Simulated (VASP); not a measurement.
# NiHgP (P4/mmm) in VASP: a series of runs

The runs below take NiHgP through single point, relaxation of cell and atoms, with PBE.

Everything below comes from runs of VASP 6.6.1. Logs are shortened: lines on timing, memory, paths and dates and some standing lists are left out, and cuts for length are marked.

### 1 The cell of the first run

The structure is tetragonal, space group P4/mmm (No. 123). The conventional cell has a = 3.740 Å, b = 3.740 Å, c = 3.816 Å, α = 90.00°, β = 90.00°, γ = 90.00°. Ni (site symmetry 4/mmm) has 2 P at 1.91 Å within 2.5 Å. Within 3.5 Å of Hg (site symmetry 4/mmm) lie 4 P at 2.64 Å and 8 Ni at 3.26 Å. Within 2.5 Å of P (site symmetry 4/mmm) lie 2 Ni at 1.91 Å.

The cell was generated, and may not be a known phase.

### 2 Single point, PBE, collinear spin, ferromagnetic start

Input file INCAR:

```
PREC     = Accurate       # precision mode
ENCUT    = 520            # plane-wave cutoff, eV
EDIFF    = 1E-7           # SCF threshold, eV
ISMEAR   = 0              # smearing method
SIGMA    = 0.1            # smearing width, eV
LREAL    = F              # projectors in reciprocal space
LASPH    = T              # aspherical terms in the spheres
NELM     = 150            # most SCF steps
ALGO     = Normal         # electronic algorithm
ISIF     = 2              # what is computed and relaxed
LWAVE    = F              # write WAVECAR
LCHARG   = F              # write CHGCAR
ISPIN    = 2              # spin polarisation
MAGMOM   = 2 0 0          # initial moments
LORBIT   = 11             # projections on sites
LMAXMIX  = 4              # l up to which the mixer works
GGA      = PE             # functional
NBANDS   = 24             # bands
```

Input file KPOINTS:

```
regular mesh
0
Gamma
  6 6 4
```

Input file POSCAR:

```
NiHgP
1.0
    3.7395499000      0.0000000000      0.0000000000
    0.0000000000      3.7395499000      0.0000000000
    0.0000000000      0.0000000000      3.8164393000
Ni Hg P
1 1 1
Direct
    0.5000000000      0.5000000000      0.5000000000
    0.0000000000      0.0000000000      0.0000000000
    0.5000000000      0.5000000000      0.0000000000
```

Potentials or basis: VASP PAW PBE potentials, release 64 (Ni, Hg, P).

Command:

```bash
$ cat potpaw_PBE.64/Ni/POTCAR potpaw_PBE.64/Hg/POTCAR potpaw_PBE.64/P/POTCAR > POTCAR
$ mpirun -np 1 vasp_std > vasp.out
```

OUTCAR:

```text
PREC = Accurate
   ENCUT = 520
   EDIFF = 1E-7
   ISMEAR = 0
   LREAL = F
   LASPH = T
   NELM = 150
   ISIF = 2
   ISPIN = 2
   LORBIT = 11
   GGA = PE

 ion  position               nearest neighbor table
   1  0.500  0.500  0.500-   3 1.91   3 1.91   2 3.26   2 3.26   2 3.26   2 3.26   2 3.26   2 3.26
                             2 3.26   2 3.26
   2  0.000  0.000  0.000-   3 2.64   3 2.64   3 2.64   3 2.64   1 3.26   1 3.26   1 3.26   1 3.26
                             1 3.26   1 3.26   1 3.26   1 3.26
   3  0.500  0.500  0.000-   1 1.91   1 1.91   2 2.64   2 2.64   2 2.64   2 2.64

  LATTYP: Found a simple tetragonal cell.
 ALAT       =     3.7395499000
 C/A-ratio  =     1.0205611376

  Lattice vectors:

 A1 = (   3.7395499000,   0.0000000000,   0.0000000000)
 A2 = (   0.0000000000,   3.7395499000,   0.0000000000)
 A3 = (   0.0000000000,   0.0000000000,   3.8164393000)

Analysis of symmetry for initial positions (statically):
=====================================================================
 Subroutine PRICEL returns:
 Original cell was already a primitive cell.

 Routine SETGRP: Setting up the symmetry group for a
 simple tetragonal supercell.

 Subroutine GETGRP returns: Found 16 space group operations
 (whereof 16 operations were pure point group operations)
 out of a pool of 16 trial point group operations.

The static configuration has the point symmetry D_4h.

Analysis of symmetry for dynamics (positions and initial velocities):
=====================================================================
 Subroutine PRICEL returns:
 Original cell was already a primitive cell.

 Routine SETGRP: Setting up the symmetry group for a
 simple tetragonal supercell.

 Subroutine GETGRP returns: Found 16 space group operations
 (whereof 16 operations were pure point group operations)
 out of a pool of 16 trial point group operations.

The dynamic configuration has the point symmetry D_4h.

Analysis of structural, dynamic, and magnetic symmetry:
=====================================================================
 Subroutine PRICEL returns:
 Original cell was already a primitive cell.

 Routine SETGRP: Setting up the symmetry group for a
 simple tetragonal supercell.

 Subroutine GETGRP returns: Found 16 space group operations
 (whereof 16 operations were pure point group operations)
 out of a pool of 16 trial point group operations.

The overall configuration has the point symmetry D_4h.

 Subroutine INISYM returns: Found 16 space group operations
 (whereof 16 operations are pure point group operations),
 and found     1 'primitive' translations

----------------------------------------------------------------------------------------

                                     Primitive cell

  volume of cell :      53.3700

  direct lattice vectors                    reciprocal lattice vectors
     3.739549900  0.000000000  0.000000000     0.267411862  0.000000000  0.000000000
     0.000000000  3.739549900  0.000000000     0.000000000  0.267411862  0.000000000
     0.000000000  0.000000000  3.816439300     0.000000000  0.000000000  0.262024343

  length of vectors
     3.739549900  3.739549900  3.816439300     0.267411862  0.267411862  0.262024343

  position of ions in fractional coordinates (direct lattice)
     0.500000000  0.500000000  0.500000000
     0.000000000  0.000000000  0.000000000
     0.500000000  0.500000000  0.000000000

  ion indices of the primitive-cell ions
   primitive index   ion index
                 1           1
                 2           2
                 3           3

----------------------------------------------------------------------------------------

 KPOINTS: regular mesh

Automatic generation of k-mesh.
 Grid dimensions read from file:
 generate k-points for:    6    6    4

 Generating k-lattice:

  Cartesian coordinates                     Fractional coordinates (reciprocal lattice)
     0.044568644  0.000000000  0.000000000     0.166666667  0.000000000  0.000000000
     0.000000000  0.044568644  0.000000000     0.000000000  0.166666667  0.000000000
     0.000000000  0.000000000  0.065506086     0.000000000  0.000000000  0.250000000

  Length of vectors
     0.044568644  0.044568644  0.065506086

  Shift w.r.t. Gamma in fractional coordinates (k-lattice)
     0.000000000  0.000000000  0.000000000

 Subroutine IBZKPT returns following result:
 ===========================================

 Found     30 irreducible k-points:

 Following reciprocal coordinates:
            Coordinates               Weight
  0.000000  0.000000  0.000000      1.000000
  0.166667  0.000000  0.000000      4.000000
  0.333333  0.000000  0.000000      4.000000
  0.500000  0.000000  0.000000      2.000000
  0.166667  0.166667  0.000000      4.000000
  0.333333  0.166667  0.000000      8.000000
[... 16 lines left out ...]
  0.333333  0.000000  0.500000      4.000000
  0.500000  0.000000  0.500000      2.000000
 [... further k-points ...]
   k-points           NKPTS =     30   k-points in BZ     NKDIM =     30   number of bands    NBANDS=     24
   number of dos      NEDOS =    301   number of ions     NIONS =      3
   total plane-waves  NPLWV =  21952
   dimension x,y,z NGX =    28 NGY =   28 NGZ =   28
   dimension x,y,z NGXF=    56 NGYF=   56 NGZF=   56
   ions per type =               1   1   1
   NGX,Y,Z   is equivalent  to a cutoff of  12.45, 12.45, 12.20 a.u.
   NGXF,Y,Z  is equivalent  to a cutoff of  24.90, 24.90, 24.39 a.u.
 SYSTEM =  unknown system
   PREC   = accura    normal or accurate (medium, high low for compatibility)
   ISTART =      0    job   : 0-new  1-cont  2-samecut
   ICHARG =      2    charge: 1-file 2-atom 10-const
   ISPIN  =      2    spin polarized calculation?
   LNONCOLLINEAR =      F non collinear calculations
   LSORBIT =      F    spin-orbit coupling
   LASPH  =      T    aspherical Exc in radial PAW
   ENCUT  =  520.0 eV  38.22 Ry    6.18 a.u.   6.95  6.95  7.10*2*pi/ulx,y,z
   NELM   =    150;   NELMIN=  2; NELMDL= -5     # of ELM steps
   EDIFF  = 0.1E-06   stopping-criterion for ELM
   LREAL  =      F    real-space projection
   EDIFFG = 0.1E-05   stopping-criterion for IOM
   NSW    =      0    number of steps for IOM
   IBRION =     -1    ionic relax: 0-MD 1-quasi-New 2-CG
   NFREE  =      0    steps in history (QN), initial steepest desc. (CG)
   ISIF   =      2    stress and relaxation
   ISYM   =      2    0-nonsym 1-usesym 2-fastsym
   POTIM  = 0.5000    time-step for ionic-motion
   TEBEG  =    0.0;   TEEND  =   0.0 temperature during run
   PSTRESS=    0.0 pullay stress
   NELECT =      27.0000    total number of electrons
   NUPDOWN=      -1.0000    fix difference up-down
   EMIN   =  10.00;   EMAX   =-10.00  energy-range for DOS
   EFERMI =   0.00;   METHOD = LEGACY
   ISMEAR =     0;   SIGMA  =   0.10  broadening in eV -4-tet -1-fermi 0-gaus
   EFERMI_NEDOS =   21; number of points for ismear=-14 and -15
   IALGO  =     38    algorithm
   IMIX   =      4    mixing-type and parameters
     AMIX     =   0.40;   BMIX     =  1.00
     AMIX_MAG =   1.60;   BMIX_MAG =  1.00
  volume/ion in A,a.u.               =      17.79       120.05
  Fermi-wavevector in a.u.,A,eV,Ry     =   1.304459  2.465070 23.151852  1.701613
  Thomas-Fermi vector in A             =   2.435393
   LORBIT       =     11    0 simple, 1 ext, 2 COOP (PROOUT), +10 PAW based schemes
   GGA     = PE    functional components
   LHFCALC =     F    Hartree Fock is set to
   AEXX    =    0.0000 exact exchange contribution
   IVDW    =     0    specifies the selected vdW correction
   LEPSILON=     F    determine dielectric tensor
   LRPA    =     F    only Hartree local field effects (RPA)
 spin polarized calculation
 Gauss-broadening in eV      SIGMA  =   0.10
  energy-cutoff  :      520.00
  volume of cell :       53.37
 maximum number of plane-waves:      1458
 NGX is ok and might be reduce to    28
   NGX = 13   NGY = 13   NGZ = 15

 number of electron      26.9999989 magnetization      -0.0011181

 number of electron      26.9999989 magnetization       0.0000627

 Free energy of the ion-electron system (eV)
  ---------------------------------------------------
  ext. energy  EPLUGINS =         0.00000000
  ---------------------------------------------------
  free energy    TOTEN  =        -9.15712711 eV

  energy without entropy =       -9.14259434  energy(sigma->0) =       -9.14986073

 E-fermi :   5.0257     XC(G=0): -10.8986

 val. band max:        5.0166450481   @ k =   0.5000   0.1667   0.0000
 cond. band min:       5.0429933568   @ k =   0.5000   0.5000   0.5000
 fundamental gap:      0.0263483088
 Fermi energy:         5.0256714000

 spin component 1

 k-point     1 :       0.0000    0.0000    0.0000
  band No.  band energies     occupation
      1      -7.8714      1.00000
      2      -2.4886      1.00000
      3      -2.1892      1.00000
      4      -1.9496      1.00000
      5      -1.6455      1.00000
      6      -1.6455      1.00000
[... 16 lines left out ...]
     23      18.5905      0.00000
     24      18.5905      0.00000
[... 598 lines left out ...]
      2      -3.2219      1.00000
      3      -2.9190      1.00000
      4      -2.6480      1.00000
      5      -1.7370      1.00000
      6      -1.5803      1.00000
[... 16 lines left out ...]
     23      18.8612      0.00000
     24      19.7980      0.00000

 [... further k-points ...]

 spin component 2

 k-point     1 :       0.0000    0.0000    0.0000
  band No.  band energies     occupation
      1      -7.8714      1.00000
      2      -2.4886      1.00000
      3      -2.1892      1.00000
      4      -1.9496      1.00000
      5      -1.6455      1.00000
      6      -1.6455      1.00000
[... 16 lines left out ...]
     23      18.5905      0.00000
     24      18.5909      0.00000
[... 598 lines left out ...]
      2      -3.2219      1.00000
      3      -2.9190      1.00000
      4      -2.6480      1.00000
      5      -1.7370      1.00000
      6      -1.5803      1.00000
[... 16 lines left out ...]
     23      18.8611      0.00000
     24      19.7981      0.00000

 [... further k-points ...]

------------------------ aborting loop because EDIFF is reached ----------------------------------------

  FORCE on cell =-STRESS in cart. coord.  units (eV):
  Direction    XX          YY          ZZ          XY          YZ          ZX
  --------------------------------------------------------------------------------------
  -------------------------------------------------------------------------------------
  Total        2.4226489      2.4226489     16.8016723      0.0000000      0.0000000     -0.0000000
  in kB       72.7283994     72.7283994    504.3895343      0.0000000      0.0000000     -0.0000000
  external PRESSURE =     216.6154443 kB  Pullay stress =       0.0000000 kB

 VOLUME and BASIS-vectors are now :
 -----------------------------------------------------------------------------
  energy-cutoff  :      520.00
  volume of cell :       53.37
      direct lattice vectors                 reciprocal lattice vectors
     3.739549900  0.000000000  0.000000000     0.267411862  0.000000000  0.000000000
     0.000000000  3.739549900  0.000000000     0.000000000  0.267411862  0.000000000
     0.000000000  0.000000000  3.816439300     0.000000000  0.000000000  0.262024343

 POSITION                                       TOTAL-FORCE (eV/Angst)
 -----------------------------------------------------------------------------------
      1.86977      1.86977      1.90822         0.000000      0.000000      0.000000
      0.00000      0.00000      0.00000         0.000000      0.000000      0.000000
      1.86977      1.86977      0.00000         0.000000      0.000000      0.000000
 -----------------------------------------------------------------------------------
    total drift:                                0.000000      0.000000      0.000000

  FREE ENERGIE OF THE ION-ELECTRON SYSTEM (eV)
  ---------------------------------------------------
  free  energy   TOTEN  =        -9.1571271121 eV

  energy  without entropy=       -9.1425943380  energy(sigma->0) =       -9.14986073

 total charge

# of ion       s       p       d       tot
------------------------------------------
    1        0.593   0.607   8.561   9.761
    2        0.819   0.358   9.322  10.498
    3        1.082   1.526   0.000   2.608
--------------------------------------------------
tot          2.494   2.491  17.883  22.868

 magnetization (x)

# of ion       s       p       d       tot
------------------------------------------
    1       -0.000  -0.000   0.000   0.000
    2        0.000   0.000   0.000   0.000
    3        0.000   0.000   0.000   0.000
--------------------------------------------------
tot          0.000   0.000   0.000   0.000
```

It took 1.9 min on 1 thread of Oxide Virtual Turin-like, shared host; peak memory 0.18 GiB.

Results:

```yaml
Free_energy: -9.1571 eV
Pressure: 21.7 GPa
Net_moment: 0.00 μB per cell
Valence_electrons_inside_the_program's_atomic_spheres: Ni 9.76; Hg 10.50; P 2.61
```

Stress tensor (GPa, compression positive):
```
 7.27  0.00  0.00
 0.00  7.27  0.00
 0.00  0.00 50.44
```

Caveat: the k points lie up to 0.41 Å⁻¹ apart; the moments typed at the start vanished in this run; spin-orbit coupling is left out, which moves the levels of the heavy elements.

### 3 Single point, PBE, collinear spin, ferromagnetic start

This run uses another cell than the first one, of 20.73 Å³/atom.

Input file INCAR:

```
PREC = Accurate
ENCUT = 520
EDIFF = 1E-6
ISMEAR = 0
SIGMA = 0.1
LREAL = False
LASPH = True
NELM = 150
ALGO = Normal
ISIF = 2
LWAVE = False
LCHARG = True
ISPIN = 2
MAGMOM = 2 0 0
LORBIT = 11
LMAXMIX = 4
GGA = PE
LELF = True
LVHAR = True
NBANDS = 24
```

Input file KPOINTS:

```
Automatic mesh
0
Gamma
  6 6 4
```

Input file POSCAR:

```
NiHgP
1.0
    3.8490582653      0.0000000000      0.0000000000
    0.0000000000      3.8490582653      0.0000000000
    0.0000000000      0.0000000000      4.1977915997
Ni Hg P
1 1 1
Direct
    0.5000000000      0.5000000000      0.5000000000
    0.0000000000      0.0000000000      0.0000000000
    0.5000000000      0.5000000000      0.0000000000
```

Potentials or basis: VASP PAW PBE potentials, release 64 (Ni, Hg, P).

Command:

```bash
$ cat potpaw_PBE.64/Ni/POTCAR potpaw_PBE.64/Hg/POTCAR potpaw_PBE.64/P/POTCAR > POTCAR
$ mpirun -np 1 vasp_std > vasp.out
```

Wall time 3.1 min (1 thread of Oxide Virtual Turin-like, shared host); peak memory 0.21 GiB.

The run converged. Its results:

| Property | Result |
| --- | --- |
| Free energy | -9.9556 eV |
| Pressure | 0.3 GPa |
| Net moment | 0.00 μB per cell |
| Valence electrons inside the program's atomic spheres | Ni 9.30; Hg 10.44; P 2.48 |

Stress tensor (GPa, compression positive):
```
0.24 0.00 0.00
0.00 0.24 0.00
0.00 0.00 0.32
```

Levels at points of the mesh, in eV from the Fermi level:
Spin up:
| k point | band 10 | band 11 | band 12 | band 13 | band 14 | band 15 | band 16 | band 17 |
| --- | --- | --- | --- | --- | --- | --- | --- | --- |
| (0.00, 0.00, 0.00) | -1.57 | -1.33 | -1.33 | -0.75 | -0.45 | 1.04 | 2.46 | 6.76 |
| (0.50, 0.00, 0.00) | -1.41 | -1.37 | -0.65 | -0.50 | 0.92 | 3.25 | 4.36 | 4.75 |
| (0.50, 0.50, 0.00) | -1.55 | -1.41 | -1.41 | -0.71 | -0.35 | -0.12 | 5.05 | 6.03 |
| (0.00, 0.00, 0.50) | -2.06 | -0.75 | -0.47 | -0.46 | 0.83 | 0.83 | 5.32 | 6.46 |
| (0.50, 0.00, 0.50) | -0.87 | -0.68 | -0.51 | -0.20 | -0.20 | 2.38 | 4.35 | 5.41 |
| (0.50, 0.50, 0.50) | -2.27 | -0.97 | -0.34 | -0.05 | -0.05 | 0.02 | 3.11 | 3.11 |
Spin down:
| k point | band 10 | band 11 | band 12 | band 13 | band 14 | band 15 | band 16 | band 17 |
| --- | --- | --- | --- | --- | --- | --- | --- | --- |
| (0.00, 0.00, 0.00) | -1.57 | -1.33 | -1.33 | -0.74 | -0.45 | 1.04 | 2.46 | 6.76 |
| (0.50, 0.00, 0.00) | -1.41 | -1.37 | -0.64 | -0.49 | 0.92 | 3.25 | 4.36 | 4.75 |
| (0.50, 0.50, 0.00) | -1.55 | -1.41 | -1.41 | -0.71 | -0.35 | -0.12 | 5.05 | 6.03 |
| (0.00, 0.00, 0.50) | -2.05 | -0.74 | -0.47 | -0.46 | 0.83 | 0.83 | 5.32 | 6.46 |
| (0.50, 0.00, 0.50) | -0.87 | -0.68 | -0.51 | -0.20 | -0.19 | 2.39 | 4.35 | 5.41 |
| (0.50, 0.50, 0.50) | -2.27 | -0.96 | -0.34 | -0.04 | -0.04 | 0.03 | 3.11 | 3.11 |

Caveat: the k points lie up to 0.37 Å⁻¹ apart; the moments typed at the start vanished in this run; spin-orbit coupling is left out, which moves the levels of the heavy elements.

(Part 1 of 2 ends here.)
